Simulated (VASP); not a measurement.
# SrMg (P4/mmm) in VASP: notebook

The runs below take SrMg through single point, with LDA.

All numbers are computed with VASP 6.6.1; they aren't measurements. Logs are shortened: lines on timing, memory, paths and dates and some standing lists are left out, and cuts for length are marked.

## (1) The cell of the first run

The structure is tetragonal, space group P4/mmm (No. 123). The conventional cell has a = 4.237 Å, b = 4.237 Å, c = 3.305 Å, α = 90.00°, β = 90.00°, γ = 90.00°. Sr (site symmetry 4/mmm) has 6 Sr at 3.30 to 4.24 Å and 8 Mg at 3.42 Å within 4.3 Å. Within 4.3 Å of Mg (site symmetry 4/mmm) lie 6 Mg at 3.30 to 4.24 Å and 8 Sr at 3.42 Å.

## (2) Single point, LDA

INCAR reads:

```
SYSTEM = SrMg
PREC = Accurate
ENCUT = 520
EDIFF = 1E-7
ISMEAR = 0
SIGMA = 0.15
LREAL = .FALSE.
LASPH = .TRUE.
NELM = 60
ALGO = Fast
ISIF = 2
LWAVE = .FALSE.
LCHARG = .FALSE.
NBANDS = 13
```

KPOINTS reads:

```
Automatic mesh
0
G
  14 14 14
  0 0 0
```

POSCAR reads:

```
SrMg
1.0
    4.2367522893      0.0000000000      0.0000000000
    0.0000000000      4.2367522893      0.0000000000
    0.0000000000      0.0000000000      3.3046667857
Sr Mg
1 1
Direct
    0.5000000000      0.5000000000      0.5000000000
    0.0000000000      0.0000000000      0.0000000000
```

Potentials or basis: VASP PAW LDA potentials, release 64 (Sr_sv, Mg).

Started as:

```console
cat potpaw_LDA.64/Sr_sv/POTCAR potpaw_LDA.64/Mg/POTCAR > POTCAR
mpirun -np 1 vasp_std > vasp.out
```

OUTCAR:

```text
SYSTEM = SrMg
   PREC = Accurate
   ENCUT = 520
   EDIFF = 1E-7
   ISMEAR = 0
   LREAL = .FALSE.
   LASPH = .TRUE.
   NELM = 60
   ISIF = 2

 ion  position               nearest neighbor table
   1  0.500  0.500  0.500-   2 3.42   2 3.42   2 3.42   2 3.42   2 3.42   2 3.42   2 3.42   2 3.42

   2  0.000  0.000  0.000-   1 3.42   1 3.42   1 3.42   1 3.42   1 3.42   1 3.42   1 3.42   1 3.42

  LATTYP: Found a simple tetragonal cell.
 ALAT       =     4.2367522893
 C/A-ratio  =     0.7800000000

  Lattice vectors:

 A1 = (   4.2367522893,   0.0000000000,   0.0000000000)
 A2 = (   0.0000000000,   4.2367522893,   0.0000000000)
 A3 = (   0.0000000000,   0.0000000000,   3.3046667857)

Analysis of symmetry for initial positions (statically):
=====================================================================
 Subroutine PRICEL returns:
 Original cell was already a primitive cell.

 Routine SETGRP: Setting up the symmetry group for a
 simple tetragonal supercell.

 Subroutine GETGRP returns: Found 16 space group operations
 (whereof 16 operations were pure point group operations)
 out of a pool of 16 trial point group operations.

The static configuration has the point symmetry D_4h.

Analysis of symmetry for dynamics (positions and initial velocities):
=====================================================================
 Subroutine PRICEL returns:
 Original cell was already a primitive cell.

 Routine SETGRP: Setting up the symmetry group for a
 simple tetragonal supercell.

 Subroutine GETGRP returns: Found 16 space group operations
 (whereof 16 operations were pure point group operations)
 out of a pool of 16 trial point group operations.

The dynamic configuration has the point symmetry D_4h.

 Subroutine INISYM returns: Found 16 space group operations
 (whereof 16 operations are pure point group operations),
 and found     1 'primitive' translations

----------------------------------------------------------------------------------------

                                     Primitive cell

  volume of cell :      59.3190

  direct lattice vectors                    reciprocal lattice vectors
     4.236752289  0.000000000  0.000000000     0.236029848  0.000000000  0.000000000
     0.000000000  4.236752289  0.000000000     0.000000000  0.236029848  0.000000000
     0.000000000  0.000000000  3.304666786     0.000000000  0.000000000  0.302602370

  length of vectors
     4.236752289  4.236752289  3.304666786     0.236029848  0.236029848  0.302602370

  position of ions in fractional coordinates (direct lattice)
[... 91 lines left out ...]
   NUPDOWN=      -1.0000    fix difference up-down
   EMIN   =  10.00;   EMAX   =-10.00  energy-range for DOS
   EFERMI =   0.00;   METHOD = LEGACY
   ISMEAR =     0;   SIGMA  =   0.15  broadening in eV -4-tet -1-fermi 0-gaus
   EFERMI_NEDOS =   21; number of points for ismear=-14 and -15
   IALGO  =     68    algorithm
   IMIX   =      4    mixing-type and parameters
     AMIX     =   0.40;   BMIX     =  1.00
     AMIX_MAG =   1.60;   BMIX_MAG =  1.00
  volume/ion in A,a.u.               =      29.66       200.15
  Fermi-wavevector in a.u.,A,eV,Ry     =   0.961031  1.816085 12.566071  0.923580
  Thomas-Fermi vector in A             =   2.090367
   LORBIT       =      0    0 simple, 1 ext, 2 COOP (PROOUT), +10 PAW based schemes
   GGA     = CA    functional components
   LHFCALC =     F    Hartree Fock is set to
   AEXX    =    0.0000 exact exchange contribution
   IVDW    =     0    specifies the selected vdW correction
   LEPSILON=     F    determine dielectric tensor
   LRPA    =     F    only Hartree local field effects (RPA)
 non-spin polarized calculation
 RMM-DIIS sequential band-by-band and
 Gauss-broadening in eV      SIGMA  =   0.15
  energy-cutoff  :      520.00
  volume of cell :       59.32
 maximum number of plane-waves:      1620
 NGX is ok and might be reduce to    32

 number of electron      12.0000000 magnetization

 Free energy of the ion-electron system (eV)
  ---------------------------------------------------
  ext. energy  EPLUGINS =         0.00000000
  ---------------------------------------------------
  free energy    TOTEN  =        -3.68017444 eV

  energy without entropy =       -3.66030877  energy(sigma->0) =       -3.67024160

 E-fermi :   2.5458     XC(G=0):  -8.8538

 val. band max:        2.5439098135   @ k =   0.2857   0.2857   0.2143
 cond. band min:       2.5539044335   @ k =   0.4286   0.2143   0.5000
 fundamental gap:      0.0099946200
 Fermi energy:         2.5458368431

 k-point     1 :       0.0000    0.0000    0.0000
  band No.  band energies     occupation
      1     -32.9729      2.00000
      2     -15.0410      2.00000
      3     -15.0410      2.00000
      4     -14.7086      2.00000
      5      -2.6489      2.00000
      6       2.8547      0.00359
      7       3.1329      0.00000
      8       5.7110      0.00000
      9       5.7110      0.00000
     10       6.3811      0.00000
     11       8.6522      0.00000
     12       8.6522      0.00000
     13       9.4620      0.00000
[... 354 lines left out ...]
  band No.  band energies     occupation
      1     -32.9653      2.00000
      2     -15.1584      2.00000
      3     -15.0868      2.00000
      4     -14.6992      2.00000
      5      -1.0643      2.00000
      6       1.2381      2.00000
      7       2.8240      0.00874
      8       3.7813      0.00000
      9       7.3342      0.00000
     10       7.6749      0.00000
     11       8.0849      0.00000
     12       8.2964      0.00000
     13       9.2945      0.00000

 [... further k-points ...]

------------------------ aborting loop because EDIFF is reached ----------------------------------------

  FORCE on cell =-STRESS in cart. coord.  units (eV):
  Direction    XX          YY          ZZ          XY          YZ          ZX
  --------------------------------------------------------------------------------------
  -------------------------------------------------------------------------------------
  Total        0.4250228      0.4250228      2.7707333      0.0000000      0.0000000      0.0000000
  in kB       11.4796600     11.4796600     74.8361595      0.0000000      0.0000000      0.0000000
  external PRESSURE =      32.5984932 kB  Pullay stress =       0.0000000 kB

 VOLUME and BASIS-vectors are now :
 -----------------------------------------------------------------------------
  energy-cutoff  :      520.00
  volume of cell :       59.32
      direct lattice vectors                 reciprocal lattice vectors
     4.236752289  0.000000000  0.000000000     0.236029848  0.000000000  0.000000000
     0.000000000  4.236752289  0.000000000     0.000000000  0.236029848  0.000000000
     0.000000000  0.000000000  3.304666786     0.000000000  0.000000000  0.302602370

 POSITION                                       TOTAL-FORCE (eV/Angst)
 -----------------------------------------------------------------------------------
      2.11838      2.11838      1.65233         0.000000      0.000000      0.000000
      0.00000      0.00000      0.00000         0.000000      0.000000      0.000000
 -----------------------------------------------------------------------------------
    total drift:                                0.000000     -0.000000     -0.000000

  FREE ENERGIE OF THE ION-ELECTRON SYSTEM (eV)
  ---------------------------------------------------
  free  energy   TOTEN  =        -3.6801744415 eV

  energy  without entropy=       -3.6603087679  energy(sigma->0) =       -3.67024160
```

OSZICAR:

```text
N       E                     dE             d eps       ncg     rms          rms(c)
DAV:   1     0.467077884079E+02    0.46708E+02   -0.56452E+03  7608   0.771E+02
DAV:   2    -0.734981167773E+00   -0.47443E+02   -0.46104E+02  9539   0.168E+02
DAV:   3    -0.361720279284E+01   -0.28822E+01   -0.28577E+01 12493   0.316E+01
DAV:   4    -0.372372447276E+01   -0.10652E+00   -0.10645E+00  9144   0.449E+00
DAV:   5    -0.372664877352E+01   -0.29243E-02   -0.29242E-02 11094   0.598E-01    0.187E+01
RMM:   6    -0.369455322462E+01    0.32096E-01   -0.17345E-02  7651   0.105E+00    0.106E+01
RMM:   7    -0.368034510827E+01    0.14208E-01   -0.32525E-02 10055   0.148E+00    0.336E-01
RMM:   8    -0.368000746662E+01    0.33764E-03   -0.55275E-03 10385   0.408E-01    0.729E-02
RMM:   9    -0.368013544417E+01   -0.12798E-03   -0.10426E-03 11886   0.146E-01    0.617E-02
RMM:  10    -0.368016417295E+01   -0.28729E-04   -0.24520E-04 11930   0.618E-02    0.292E-02
RMM:  11    -0.368017180739E+01   -0.76344E-05   -0.75098E-05 12357   0.315E-02    0.707E-03
RMM:  12    -0.368017367398E+01   -0.18666E-05   -0.18954E-05 12299   0.146E-02    0.797E-03
RMM:  13    -0.368017395577E+01   -0.28179E-06   -0.59634E-06 11665   0.113E-02    0.177E-03
RMM:  14    -0.368017427152E+01   -0.31574E-06   -0.29409E-06 10083   0.530E-03    0.237E-03
RMM:  15    -0.368017438390E+01   -0.11239E-06   -0.10633E-06  8927   0.353E-03    0.965E-04
RMM:  16    -0.368017444149E+01   -0.57586E-07   -0.50525E-07  7770   0.245E-03
   1 F= -.36801744E+01 E0= -.36702416E+01  d E =-.198657E-01
```

stdout:

```text
POSCAR found type information on POSCAR SrMg
 POSCAR found :  2 types and       2 ions
 scaLAPACK will be used
 LDA part: xc-table for (Slater(with rela. corr.)+CA(PZ))
 , standard interpolation
 POSCAR, INCAR and KPOINTS ok, starting setup
 FFT: planning ... GRIDC
 FFT: planning ... GRID_SOFT
 FFT: planning ... GRID
 WAVECAR not read
 entering main loop
WARNING in EDDRMM: call to ZHEGV failed, returncode =   6  3      5
WARNING in EDDRMM: call to ZHEGV failed, returncode =   8  4     13
WARNING in EDDRMM: call to ZHEGV failed, returncode =   6  3      8
WARNING in EDDRMM: call to ZHEGV failed, returncode =   6  3      6
WARNING in EDDRMM: call to ZHEGV failed, returncode =   8  4      6
WARNING in EDDRMM: call to ZHEGV failed, returncode =   8  4     12
WARNING in EDDRMM: call to ZHEGV failed, returncode =   8  4      5
WARNING in EDDRMM: call to ZHEGV failed, returncode =   6  3      7
WARNING in EDDRMM: call to ZHEGV failed, returncode =   6  3     10
WARNING in EDDRMM: call to ZHEGV failed, returncode =   6  3      9
WARNING in EDDRMM: call to ZHEGV failed, returncode =   8  4     11
WARNING in EDDRMM: call to ZHEGV failed, returncode =   6  3      8
```

Run time: 2.3 min. Hardware: 1 thread of Intel Xeon Platinum 8488C (Sapphire Rapids), shared host; peak memory 0.36 GiB.

What came out:

| Item | Value |
| --- | --- |
| Free energy | -3.6802 eV |
| Pressure | 3.3 GPa |
| Band gap on the k mesh | zero (band 6 reaches 3.56 eV, above the bottom of band 7 at 1.80 eV) |

## (3) Single point, LDA

This run uses another cell than the first one, of the same volume but with other edges.

INCAR reads:

```
SYSTEM = SrMg
  ALGO = Fast
  EDIFF = 1E-7
  ENCUT = 520
  GGA = CA
  ISIF = 2
  ISMEAR = 0
  LASPH = .TRUE.
  LCHARG = .FALSE.
  LREAL = .FALSE.
  LWAVE = .FALSE.
  NBANDS = 13
  NELM = 80
  PREC = Accurate
  SIGMA = 0.15
```

KPOINTS reads:

```
k-points
0
G
  14 14 14
  0 0 0
```

POSCAR reads:

```
SrMg
1.0
    3.5734152756      0.0000000000      0.0000000000
    0.0000000000      3.5734152756      0.0000000000
    0.0000000000      0.0000000000      4.6454398583
Sr Mg
1 1
Direct
    0.5000000000      0.5000000000      0.5000000000
    0.0000000000      0.0000000000      0.0000000000
```

Potentials or basis: VASP PAW LDA potentials, release 64 (Sr_sv, Mg).

Started as:

```console
cat potpaw_LDA.64/Sr_sv/POTCAR potpaw_LDA.64/Mg/POTCAR > POTCAR
mpirun -np 1 vasp_std > vasp.out
```

It took 3.4 min on 1 thread of Intel Xeon Platinum 8488C (Sapphire Rapids), shared host; peak memory 0.36 GiB.

The run converged. Its results:

```
Free energy            : -3.7635 eV
Pressure               : 3.0 GPa
Band gap on the k mesh : zero (band 6 reaches 3.45 eV, above the bottom of band 7 at 2.06 eV)
```

Stress tensor (GPa, compression positive):
```
3.81 0.00 0.00
0.00 3.81 0.00
0.00 0.00 1.52
```

Levels at points of the mesh, in eV from the Fermi level:
```csv
k point,band 4,band 5,band 6,band 7,band 8,band 9
"(0.00, 0.00, 0.00)",-17.39,-5.26,-0.03,0.87,1.94,4.85
"(0.50, 0.00, 0.00)",-17.33,-2.18,-2.11,0.49,1.60,3.49
"(0.50, 0.50, 0.00)",-17.48,-1.82,0.85,0.85,0.99,1.94
"(0.00, 0.00, 0.50)",-17.39,-3.51,-2.87,1.21,3.56,3.56
"(0.50, 0.00, 0.50)",-17.33,-2.58,-0.34,0.17,0.48,3.76
"(0.50, 0.50, 0.50)",-17.53,-1.00,-0.55,-0.55,1.40,3.48
```

## (4) Single point, LDA

This run uses another cell than the first one, of the same volume but with other edges.

INCAR reads:

```
  PREC = Accurate
  ENCUT = 520
  EDIFF = 1E-6
  ISMEAR = 0
  SIGMA = 0.15
  LREAL = F
  LASPH = T
  NELM = 80
  ALGO = Fast
  ISIF = 2
  LWAVE = F
  LCHARG = F
  NBANDS = 13
```

KPOINTS reads:

```
regular mesh
0
Gamma
  14 14 14
```

POSCAR reads:

```
SrMg
1.0
    4.0099165185      0.0000000000      0.0000000000
    0.0000000000      4.0099165185      0.0000000000
    0.0000000000      0.0000000000      3.6891231971
Sr Mg
1 1
Direct
    0.5000000000      0.5000000000      0.5000000000
    0.0000000000      0.0000000000      0.0000000000
```

Started as:

```console
cat potpaw_LDA.64/Sr_sv/POTCAR potpaw_LDA.64/Mg/POTCAR > POTCAR
mpirun -np 1 vasp_std > vasp.out
```

Run time: 2.3 min. Hardware: 1 thread of Intel Xeon Platinum 8488C (Sapphire Rapids), shared host; peak memory 0.35 GiB.

The run converged. Its results:

- Free energy: -3.8338 eV
- Pressure: 3.3 GPa
- Band gap on the k mesh: zero (band 6 reaches 3.28 eV, above the bottom of band 7 at 1.80 eV)

Stress tensor (GPa, compression positive):
```
2.81 0.00 0.00
0.00 2.81 0.00
0.00 0.00 4.28
```

Levels at points of the mesh, in eV from the Fermi level:
| k point | band 2 | band 3 | band 4 | band 5 | band 6 | band 7 | band 8 | band 9 | band 10 | band 11 |
| --- | --- | --- | --- | --- | --- | --- | --- | --- | --- | --- |
| (0.00, 0.00, 0.00) | -17.47 | -17.47 | -17.39 | -5.24 | 0.51 | 0.68 | 3.99 | 3.99 | 4.66 | 5.33 |
| (0.50, 0.00, 0.00) | -17.72 | -17.45 | -17.37 | -2.77 | -2.53 | 1.51 | 1.98 | 3.12 | 5.36 | 5.67 |
| (0.50, 0.50, 0.00) | -17.68 | -17.68 | -17.35 | -2.62 | 0.06 | 0.06 | 0.17 | 3.84 | 3.84 | 6.21 |
| (0.00, 0.00, 0.50) | -17.86 | -17.42 | -17.42 | -2.28 | -2.26 | 1.81 | 2.02 | 2.02 | 5.29 | 5.29 |
| (0.50, 0.00, 0.50) | -17.82 | -17.64 | -17.40 | -2.30 | 0.20 | 0.48 | 0.50 | 2.82 | 3.16 | 6.39 |
| (0.50, 0.50, 0.50) | -17.79 | -17.61 | -17.61 | -0.84 | -0.84 | -0.73 | 1.17 | 3.82 | 3.82 | 4.18 |

## (5) Overview

```tsv
cell	further INCAR settings	gap on the mesh (eV)	pressure (GPa)
a = 4.237, b = 4.237, c = 3.305 Å, 2 atoms	ALGO = Fast; EDIFF = 1e-07; NBANDS = 13	none	3.3
a = 3.573, b = 3.573, c = 4.645 Å, 2 atoms	ALGO = Fast; EDIFF = 1e-07; NBANDS = 13	none	3.0
a = 4.010, b = 4.010, c = 3.689 Å, 2 atoms	ALGO = Fast; EDIFF = 1e-06; NBANDS = 13	none	3.3
```

Alike in all rows: task single point; level LDA; potentials or basis VASP PAW LDA potentials, release 64 (Sr_sv, Mg); no spin polarisation; k mesh 14 × 14 × 14; cutoff (eV) 520; smearing gaussian 0.15 eV.

Total energies depend on the potentials used, so only differences within one code and one set of settings carry meaning.
